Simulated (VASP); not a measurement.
# TiC (I4/mmm) in VASP: notebook

Runs on TiC. Level: PBEsol. Tasks: electric field gradients.

Program: VASP 6.6.1. These are calculated values, not measurements. Logs are shortened: lines on timing, memory, paths and dates and some standing lists are left out, and cuts for length are marked.

## Step 1: The cell of the first run

Symmetry: I4/mmm, No. 139, tetragonal system. Conventional cell: a = 3.060 Å, b = 3.060 Å, c = 4.241 Å, α = 90.00°, β = 90.00°, γ = 90.00°. Within 2.8 Å of Ti (site symmetry 4/mmm) lie 6 C at 2.12 to 2.16 Å. Within 2.8 Å of C (site symmetry 4/mmm) lie 6 Ti at 2.12 to 2.16 Å.

## Step 2: Electric field gradients, PBEsol (zz strain of -2 %)

File INCAR:

```
SYSTEM = TiC
PREC = Accurate
ENCUT = 520
EDIFF = 1E-8
ISMEAR = -1
SIGMA = 0.03
LREAL = .FALSE.
LASPH = .TRUE.
NELM = 60
ALGO = Normal
ISIF = 2
LWAVE = .FALSE.
LCHARG = .FALSE.
GGA = PS
LEFG = .TRUE.
NBANDS = 15
```

File KPOINTS:

```
regular mesh
0
G
  14 14 14
  0 0 0
```

File POSCAR:

```
TiC
1.0
    0.0000000000      2.1640000000      2.1207200000
    2.1640000000      0.0000000000      2.1207200000
    2.1640000000      2.1640000000      0.0000000000
Ti C
1 1
Direct
    0.0000000000      0.0000000000      0.0000000000
    0.5000000000      0.5000000000      0.5000000000
```

Potentials or basis: VASP PAW PBE potentials, release 64 (Ti_sv, C).

The run is started by

```
$ cat potpaw_PBE.64/Ti_sv/POTCAR potpaw_PBE.64/C/POTCAR > POTCAR
$ mpirun -np 1 vasp_std > vasp.out
```

OUTCAR:

```text
SYSTEM = TiC
   PREC = Accurate
   ENCUT = 520
   EDIFF = 1E-8
   ISMEAR = -1
   LREAL = .FALSE.
   LASPH = .TRUE.
   NELM = 60
   ISIF = 2
   GGA = PS

 ion  position               nearest neighbor table
   1  0.000  0.000  0.000-   2 2.12   2 2.12   2 2.16   2 2.16   2 2.16   2 2.16
   2  0.500  0.500  0.500-   1 2.12   1 2.12   1 2.16   1 2.16   1 2.16   1 2.16

  LATTYP: Found a body centered tetragonal cell.
 ALAT       =     3.0603581490
 C/A-ratio  =     1.3859292911

  Lattice vectors:

 A1 = (   0.0000000000,  -2.1640000000,  -2.1207200000)
 A2 = (   0.0000000000,   2.1640000000,  -2.1207200000)
 A3 = (   2.1640000000,   0.0000000000,   2.1207200000)

Analysis of symmetry for initial positions (statically):
=====================================================================
 Subroutine PRICEL returns:
 Original cell was already a primitive cell.

 Routine SETGRP: Setting up the symmetry group for a
 body centered tetragonal supercell.

 Subroutine GETGRP returns: Found 16 space group operations
 (whereof 16 operations were pure point group operations)
 out of a pool of 16 trial point group operations.

The static configuration has the point symmetry D_4h.

Analysis of symmetry for dynamics (positions and initial velocities):
=====================================================================
 Subroutine PRICEL returns:
 Original cell was already a primitive cell.

 Routine SETGRP: Setting up the symmetry group for a
 body centered tetragonal supercell.

 Subroutine GETGRP returns: Found 16 space group operations
 (whereof 16 operations were pure point group operations)
 out of a pool of 16 trial point group operations.

The dynamic configuration has the point symmetry D_4h.

 Subroutine INISYM returns: Found 16 space group operations
 (whereof 16 operations are pure point group operations),
 and found     1 'primitive' translations

----------------------------------------------------------------------------------------

                                     Primitive cell

  volume of cell :      19.8622

  direct lattice vectors                    reciprocal lattice vectors
     0.000000000  2.164000000  2.120720000    -0.231053604  0.231053604  0.235768984
     2.164000000  0.000000000  2.120720000     0.231053604 -0.231053604  0.235768984
     2.164000000  2.164000000  0.000000000     0.231053604  0.231053604 -0.235768984

  length of vectors
     3.029909127  3.029909127  3.060358149     0.402937402  0.402937402  0.402937402

  position of ions in fractional coordinates (direct lattice)
     0.000000000  0.000000000  0.000000000
     0.500000000  0.500000000  0.500000000

  ion indices of the primitive-cell ions
   primitive index   ion index
                 1           1
                 2           2

----------------------------------------------------------------------------------------

 KPOINTS: regular mesh

Automatic generation of k-mesh.
 Grid dimensions read from file:
 generate k-points for:   14   14   14

 Generating k-lattice:

  Cartesian coordinates                     Fractional coordinates (reciprocal lattice)
    -0.016503829  0.016503829  0.016840642     0.071428571 -0.000000000  0.000000000
     0.016503829 -0.016503829  0.016840642    -0.000000000  0.071428571  0.000000000
     0.016503829  0.016503829 -0.016840642     0.000000000  0.000000000  0.071428571

  Length of vectors
     0.028781243  0.028781243  0.028781243

  Shift w.r.t. Gamma in fractional coordinates (k-lattice)
     0.000000000  0.000000000  0.000000000

 Subroutine IBZKPT returns following result:
 ===========================================

 Found    244 irreducible k-points:

 Following reciprocal coordinates:
            Coordinates               Weight
  0.000000  0.000000  0.000000      1.000000
  0.071429 -0.000000  0.000000      8.000000
  0.142857  0.000000  0.000000      8.000000
  0.214286  0.000000  0.000000      8.000000
  0.285714  0.000000  0.000000      8.000000
  0.357143  0.000000  0.000000      8.000000
[... 16 lines left out ...]
  0.214286  0.142857  0.000000      8.000000
  0.285714  0.142857  0.000000      8.000000
 [... further k-points ...]
   k-points           NKPTS =    244   k-points in BZ     NKDIM =    244   number of bands    NBANDS=     15
   number of dos      NEDOS =    301   number of ions     NIONS =      2
   total plane-waves  NPLWV =  13824
   dimension x,y,z NGX =    24 NGY =   24 NGZ =   24
   dimension x,y,z NGXF=    48 NGYF=   48 NGZF=   48
   ions per type =               1   1
   NGX,Y,Z   is equivalent  to a cutoff of  13.17, 13.17, 13.04 a.u.
   NGXF,Y,Z  is equivalent  to a cutoff of  26.34, 26.34, 26.07 a.u.
 SYSTEM =  TiC
   PREC   = accura    normal or accurate (medium, high low for compatibility)
   ISTART =      0    job   : 0-new  1-cont  2-samecut
   ICHARG =      2    charge: 1-file 2-atom 10-const
   ISPIN  =      1    spin polarized calculation?
   LNONCOLLINEAR =      F non collinear calculations
   LSORBIT =      F    spin-orbit coupling
   LASPH  =      T    aspherical Exc in radial PAW
   ENCUT  =  520.0 eV  38.22 Ry    6.18 a.u.   5.63  5.63  5.69*2*pi/ulx,y,z
   NELM   =     60;   NELMIN=  2; NELMDL= -5     # of ELM steps
   EDIFF  = 0.1E-07   stopping-criterion for ELM
   LREAL  =      F    real-space projection
   EDIFFG = 0.1E-06   stopping-criterion for IOM
   NSW    =      0    number of steps for IOM
   IBRION =     -1    ionic relax: 0-MD 1-quasi-New 2-CG
   NFREE  =      0    steps in history (QN), initial steepest desc. (CG)
   ISIF   =      2    stress and relaxation
   ISYM   =      2    0-nonsym 1-usesym 2-fastsym
   POTIM  = 0.5000    time-step for ionic-motion
   TEBEG  =    0.0;   TEEND  =   0.0 temperature during run
   PSTRESS=    0.0 pullay stress
   NELECT =      16.0000    total number of electrons
   NUPDOWN=      -1.0000    fix difference up-down
   EMIN   =  10.00;   EMAX   =-10.00  energy-range for DOS
   EFERMI =   0.00;   METHOD = LEGACY
   ISMEAR =    -1;   SIGMA  =   0.03  broadening in eV -4-tet -1-fermi 0-gaus
   EFERMI_NEDOS =   21; number of points for ismear=-14 and -15
   IALGO  =     38    algorithm
   IMIX   =      4    mixing-type and parameters
     AMIX     =   0.40;   BMIX     =  1.00
     AMIX_MAG =   1.60;   BMIX_MAG =  1.00
  volume/ion in A,a.u.               =       9.93        67.02
  Fermi-wavevector in a.u.,A,eV,Ry     =   1.523254  2.878532 31.569619  2.320302
  Thomas-Fermi vector in A             =   2.631722
   LORBIT       =      0    0 simple, 1 ext, 2 COOP (PROOUT), +10 PAW based schemes
   GGA     = PS    functional components
   LHFCALC =     F    Hartree Fock is set to
   AEXX    =    0.0000 exact exchange contribution
   IVDW    =     0    specifies the selected vdW correction
   LEPSILON=     F    determine dielectric tensor
   LRPA    =     F    only Hartree local field effects (RPA)
 non-spin polarized calculation
  energy-cutoff  :      520.00
  volume of cell :       19.86
 maximum number of plane-waves:       546
   NGX = 11   NGY = 11   NGZ = 11

 number of electron      16.0000002 magnetization

 Free energy of the ion-electron system (eV)
  ---------------------------------------------------
  ext. energy  EPLUGINS =         0.00000000
  ---------------------------------------------------
  free energy    TOTEN  =       -19.79501857 eV

  energy without entropy =      -19.79417228  energy(sigma->0) =      -19.79459542

 E-fermi :   9.5651     XC(G=0): -12.9767

 val. band max:        9.5591590291   @ k =   0.0714   0.0714   0.0000
 cond. band min:       9.6055268219   @ k =   0.2857   0.2143   0.0000
 fundamental gap:      0.0463677928
 Fermi energy:         9.5650821452

 k-point     1 :       0.0000    0.0000    0.0000
  band No.  band energies     occupation
      1     -46.6938      2.00000
      2     -22.8162      2.00000
      3     -22.8162      2.00000
      4     -22.7928      2.00000
      5      -2.9035      2.00000
      6      10.1903      0.00000
      7      10.1903      0.00000
      8      10.3448      0.00000
      9      11.2661      0.00000
     10      11.2752      0.00000
     11      11.2752      0.00000
     12      11.3592      0.00000
     13      11.4103      0.00000
     14      20.3930      0.00000
     15      23.5897      0.00000
[... 397 lines left out ...]
 k-point    24 :       0.2857    0.1429    0.0000
  band No.  band energies     occupation
      1     -46.6432      2.00000
      2     -23.0790      2.00000
      3     -22.8882      2.00000
      4     -22.8638      2.00000
      5      -1.3538      2.00000
      6       6.3314      2.00000
      7       7.8266      2.00000
      8       8.3443      2.00000
      9      10.3488      0.00000
     10      11.9316      0.00000
     11      13.1663      0.00000
     12      14.2438      0.00000
     13      16.1988      0.00000
     14      21.9919      0.00000
     15      23.9816      0.00000

 [... further k-points ...]
[... 5 lines left out ...]
  --------------------------------------------------------------------------------------
  -------------------------------------------------------------------------------------
  Total       -0.4354216     -0.4354216      0.6487421      0.0000000      0.0000000     -0.0000000
  in kB      -35.1230901    -35.1230901     52.3304929      0.0000000      0.0000000     -0.0000000
  external PRESSURE =      -5.9718958 kB  Pullay stress =       0.0000000 kB

 VOLUME and BASIS-vectors are now :
 -----------------------------------------------------------------------------
  energy-cutoff  :      520.00
  volume of cell :       19.86
      direct lattice vectors                 reciprocal lattice vectors
     0.000000000  2.164000000  2.120720000    -0.231053604  0.231053604  0.235768984
     2.164000000  0.000000000  2.120720000     0.231053604 -0.231053604  0.235768984
     2.164000000  2.164000000  0.000000000     0.231053604  0.231053604 -0.235768984

 POSITION                                       TOTAL-FORCE (eV/Angst)
 -----------------------------------------------------------------------------------
      0.00000      0.00000      0.00000         0.000000     -0.000000      0.000000
      2.16400      2.16400      2.12072        -0.000000      0.000000      0.000000
 -----------------------------------------------------------------------------------
    total drift:                                0.000000     -0.000000     -0.000000

  FREE ENERGIE OF THE ION-ELECTRON SYSTEM (eV)
  ---------------------------------------------------
  free  energy   TOTEN  =       -19.7950185665 eV

  energy  without entropy=      -19.7941722814  energy(sigma->0) =      -19.79459542

 Electric field gradients (V/A^2)
---------------------------------------------------------------------
 ion       V_xx      V_yy      V_zz      V_xy      V_xz      V_yz
---------------------------------------------------------------------
   1       8.025     8.025   -16.051     0.000     0.001     0.001
   2       1.215     1.215    -2.431    -0.000    -0.000    -0.000
---------------------------------------------------------------------

 Electric field gradients after diagonalization (V/A^2)
 (convention: |V_zz| > |V_xx| > |V_yy|)
----------------------------------------------------------------------
 ion       V_xx      V_yy      V_zz     asymmetry (V_yy - V_xx)/ V_zz
----------------------------------------------------------------------
   1       8.025     8.025   -16.051       0.000
   2       1.215     1.215    -2.431       0.000
----------------------------------------------------------------------

           NMR quadrupolar parameters

 Cq : quadrupolar parameter    Cq=e*Q*V_zz/h
 eta: asymmetry parameters     (V_yy - V_xx)/ V_zz
 Q  : nuclear electric quadrupole moment in mb (millibarn)
----------------------------------------------------------------------
 ion       Cq(MHz)       eta       Q (mb)
----------------------------------------------------------------------
   1      -0.039       0.000       1.000
   2      -0.006       0.000       1.000
----------------------------------------------------------------------
```

Wall time 52 s (1 thread of Intel Xeon Platinum 8259CL at 2.50GHz (Skylake/Cascade Lake), shared host); peak memory 0.19 GiB.

What came out:

```
Free energy            : -19.7950 eV
Pressure               : -0.6 GPa
Band gap on the k mesh : zero (band 8 reaches 10.34 eV, above the bottom of band 9 at 9.02 eV)
```

Electric field gradients, principal values (V/Å²):
```csv
atom,least,middle,greatest (by size)
1 Ti,8.025,8.025,-16.051
2 C,1.215,1.215,-2.431
```

Caveat: the cell differs from its parent crystal (zz strain of -2 %); without QUAD_EFG the Cq values of the log hold for a quadrupole moment of 1 mb, not for the nuclei; the PAW data sets were made with another functional, which shifts forces and pressure a little.

[end of part 1 of 2]
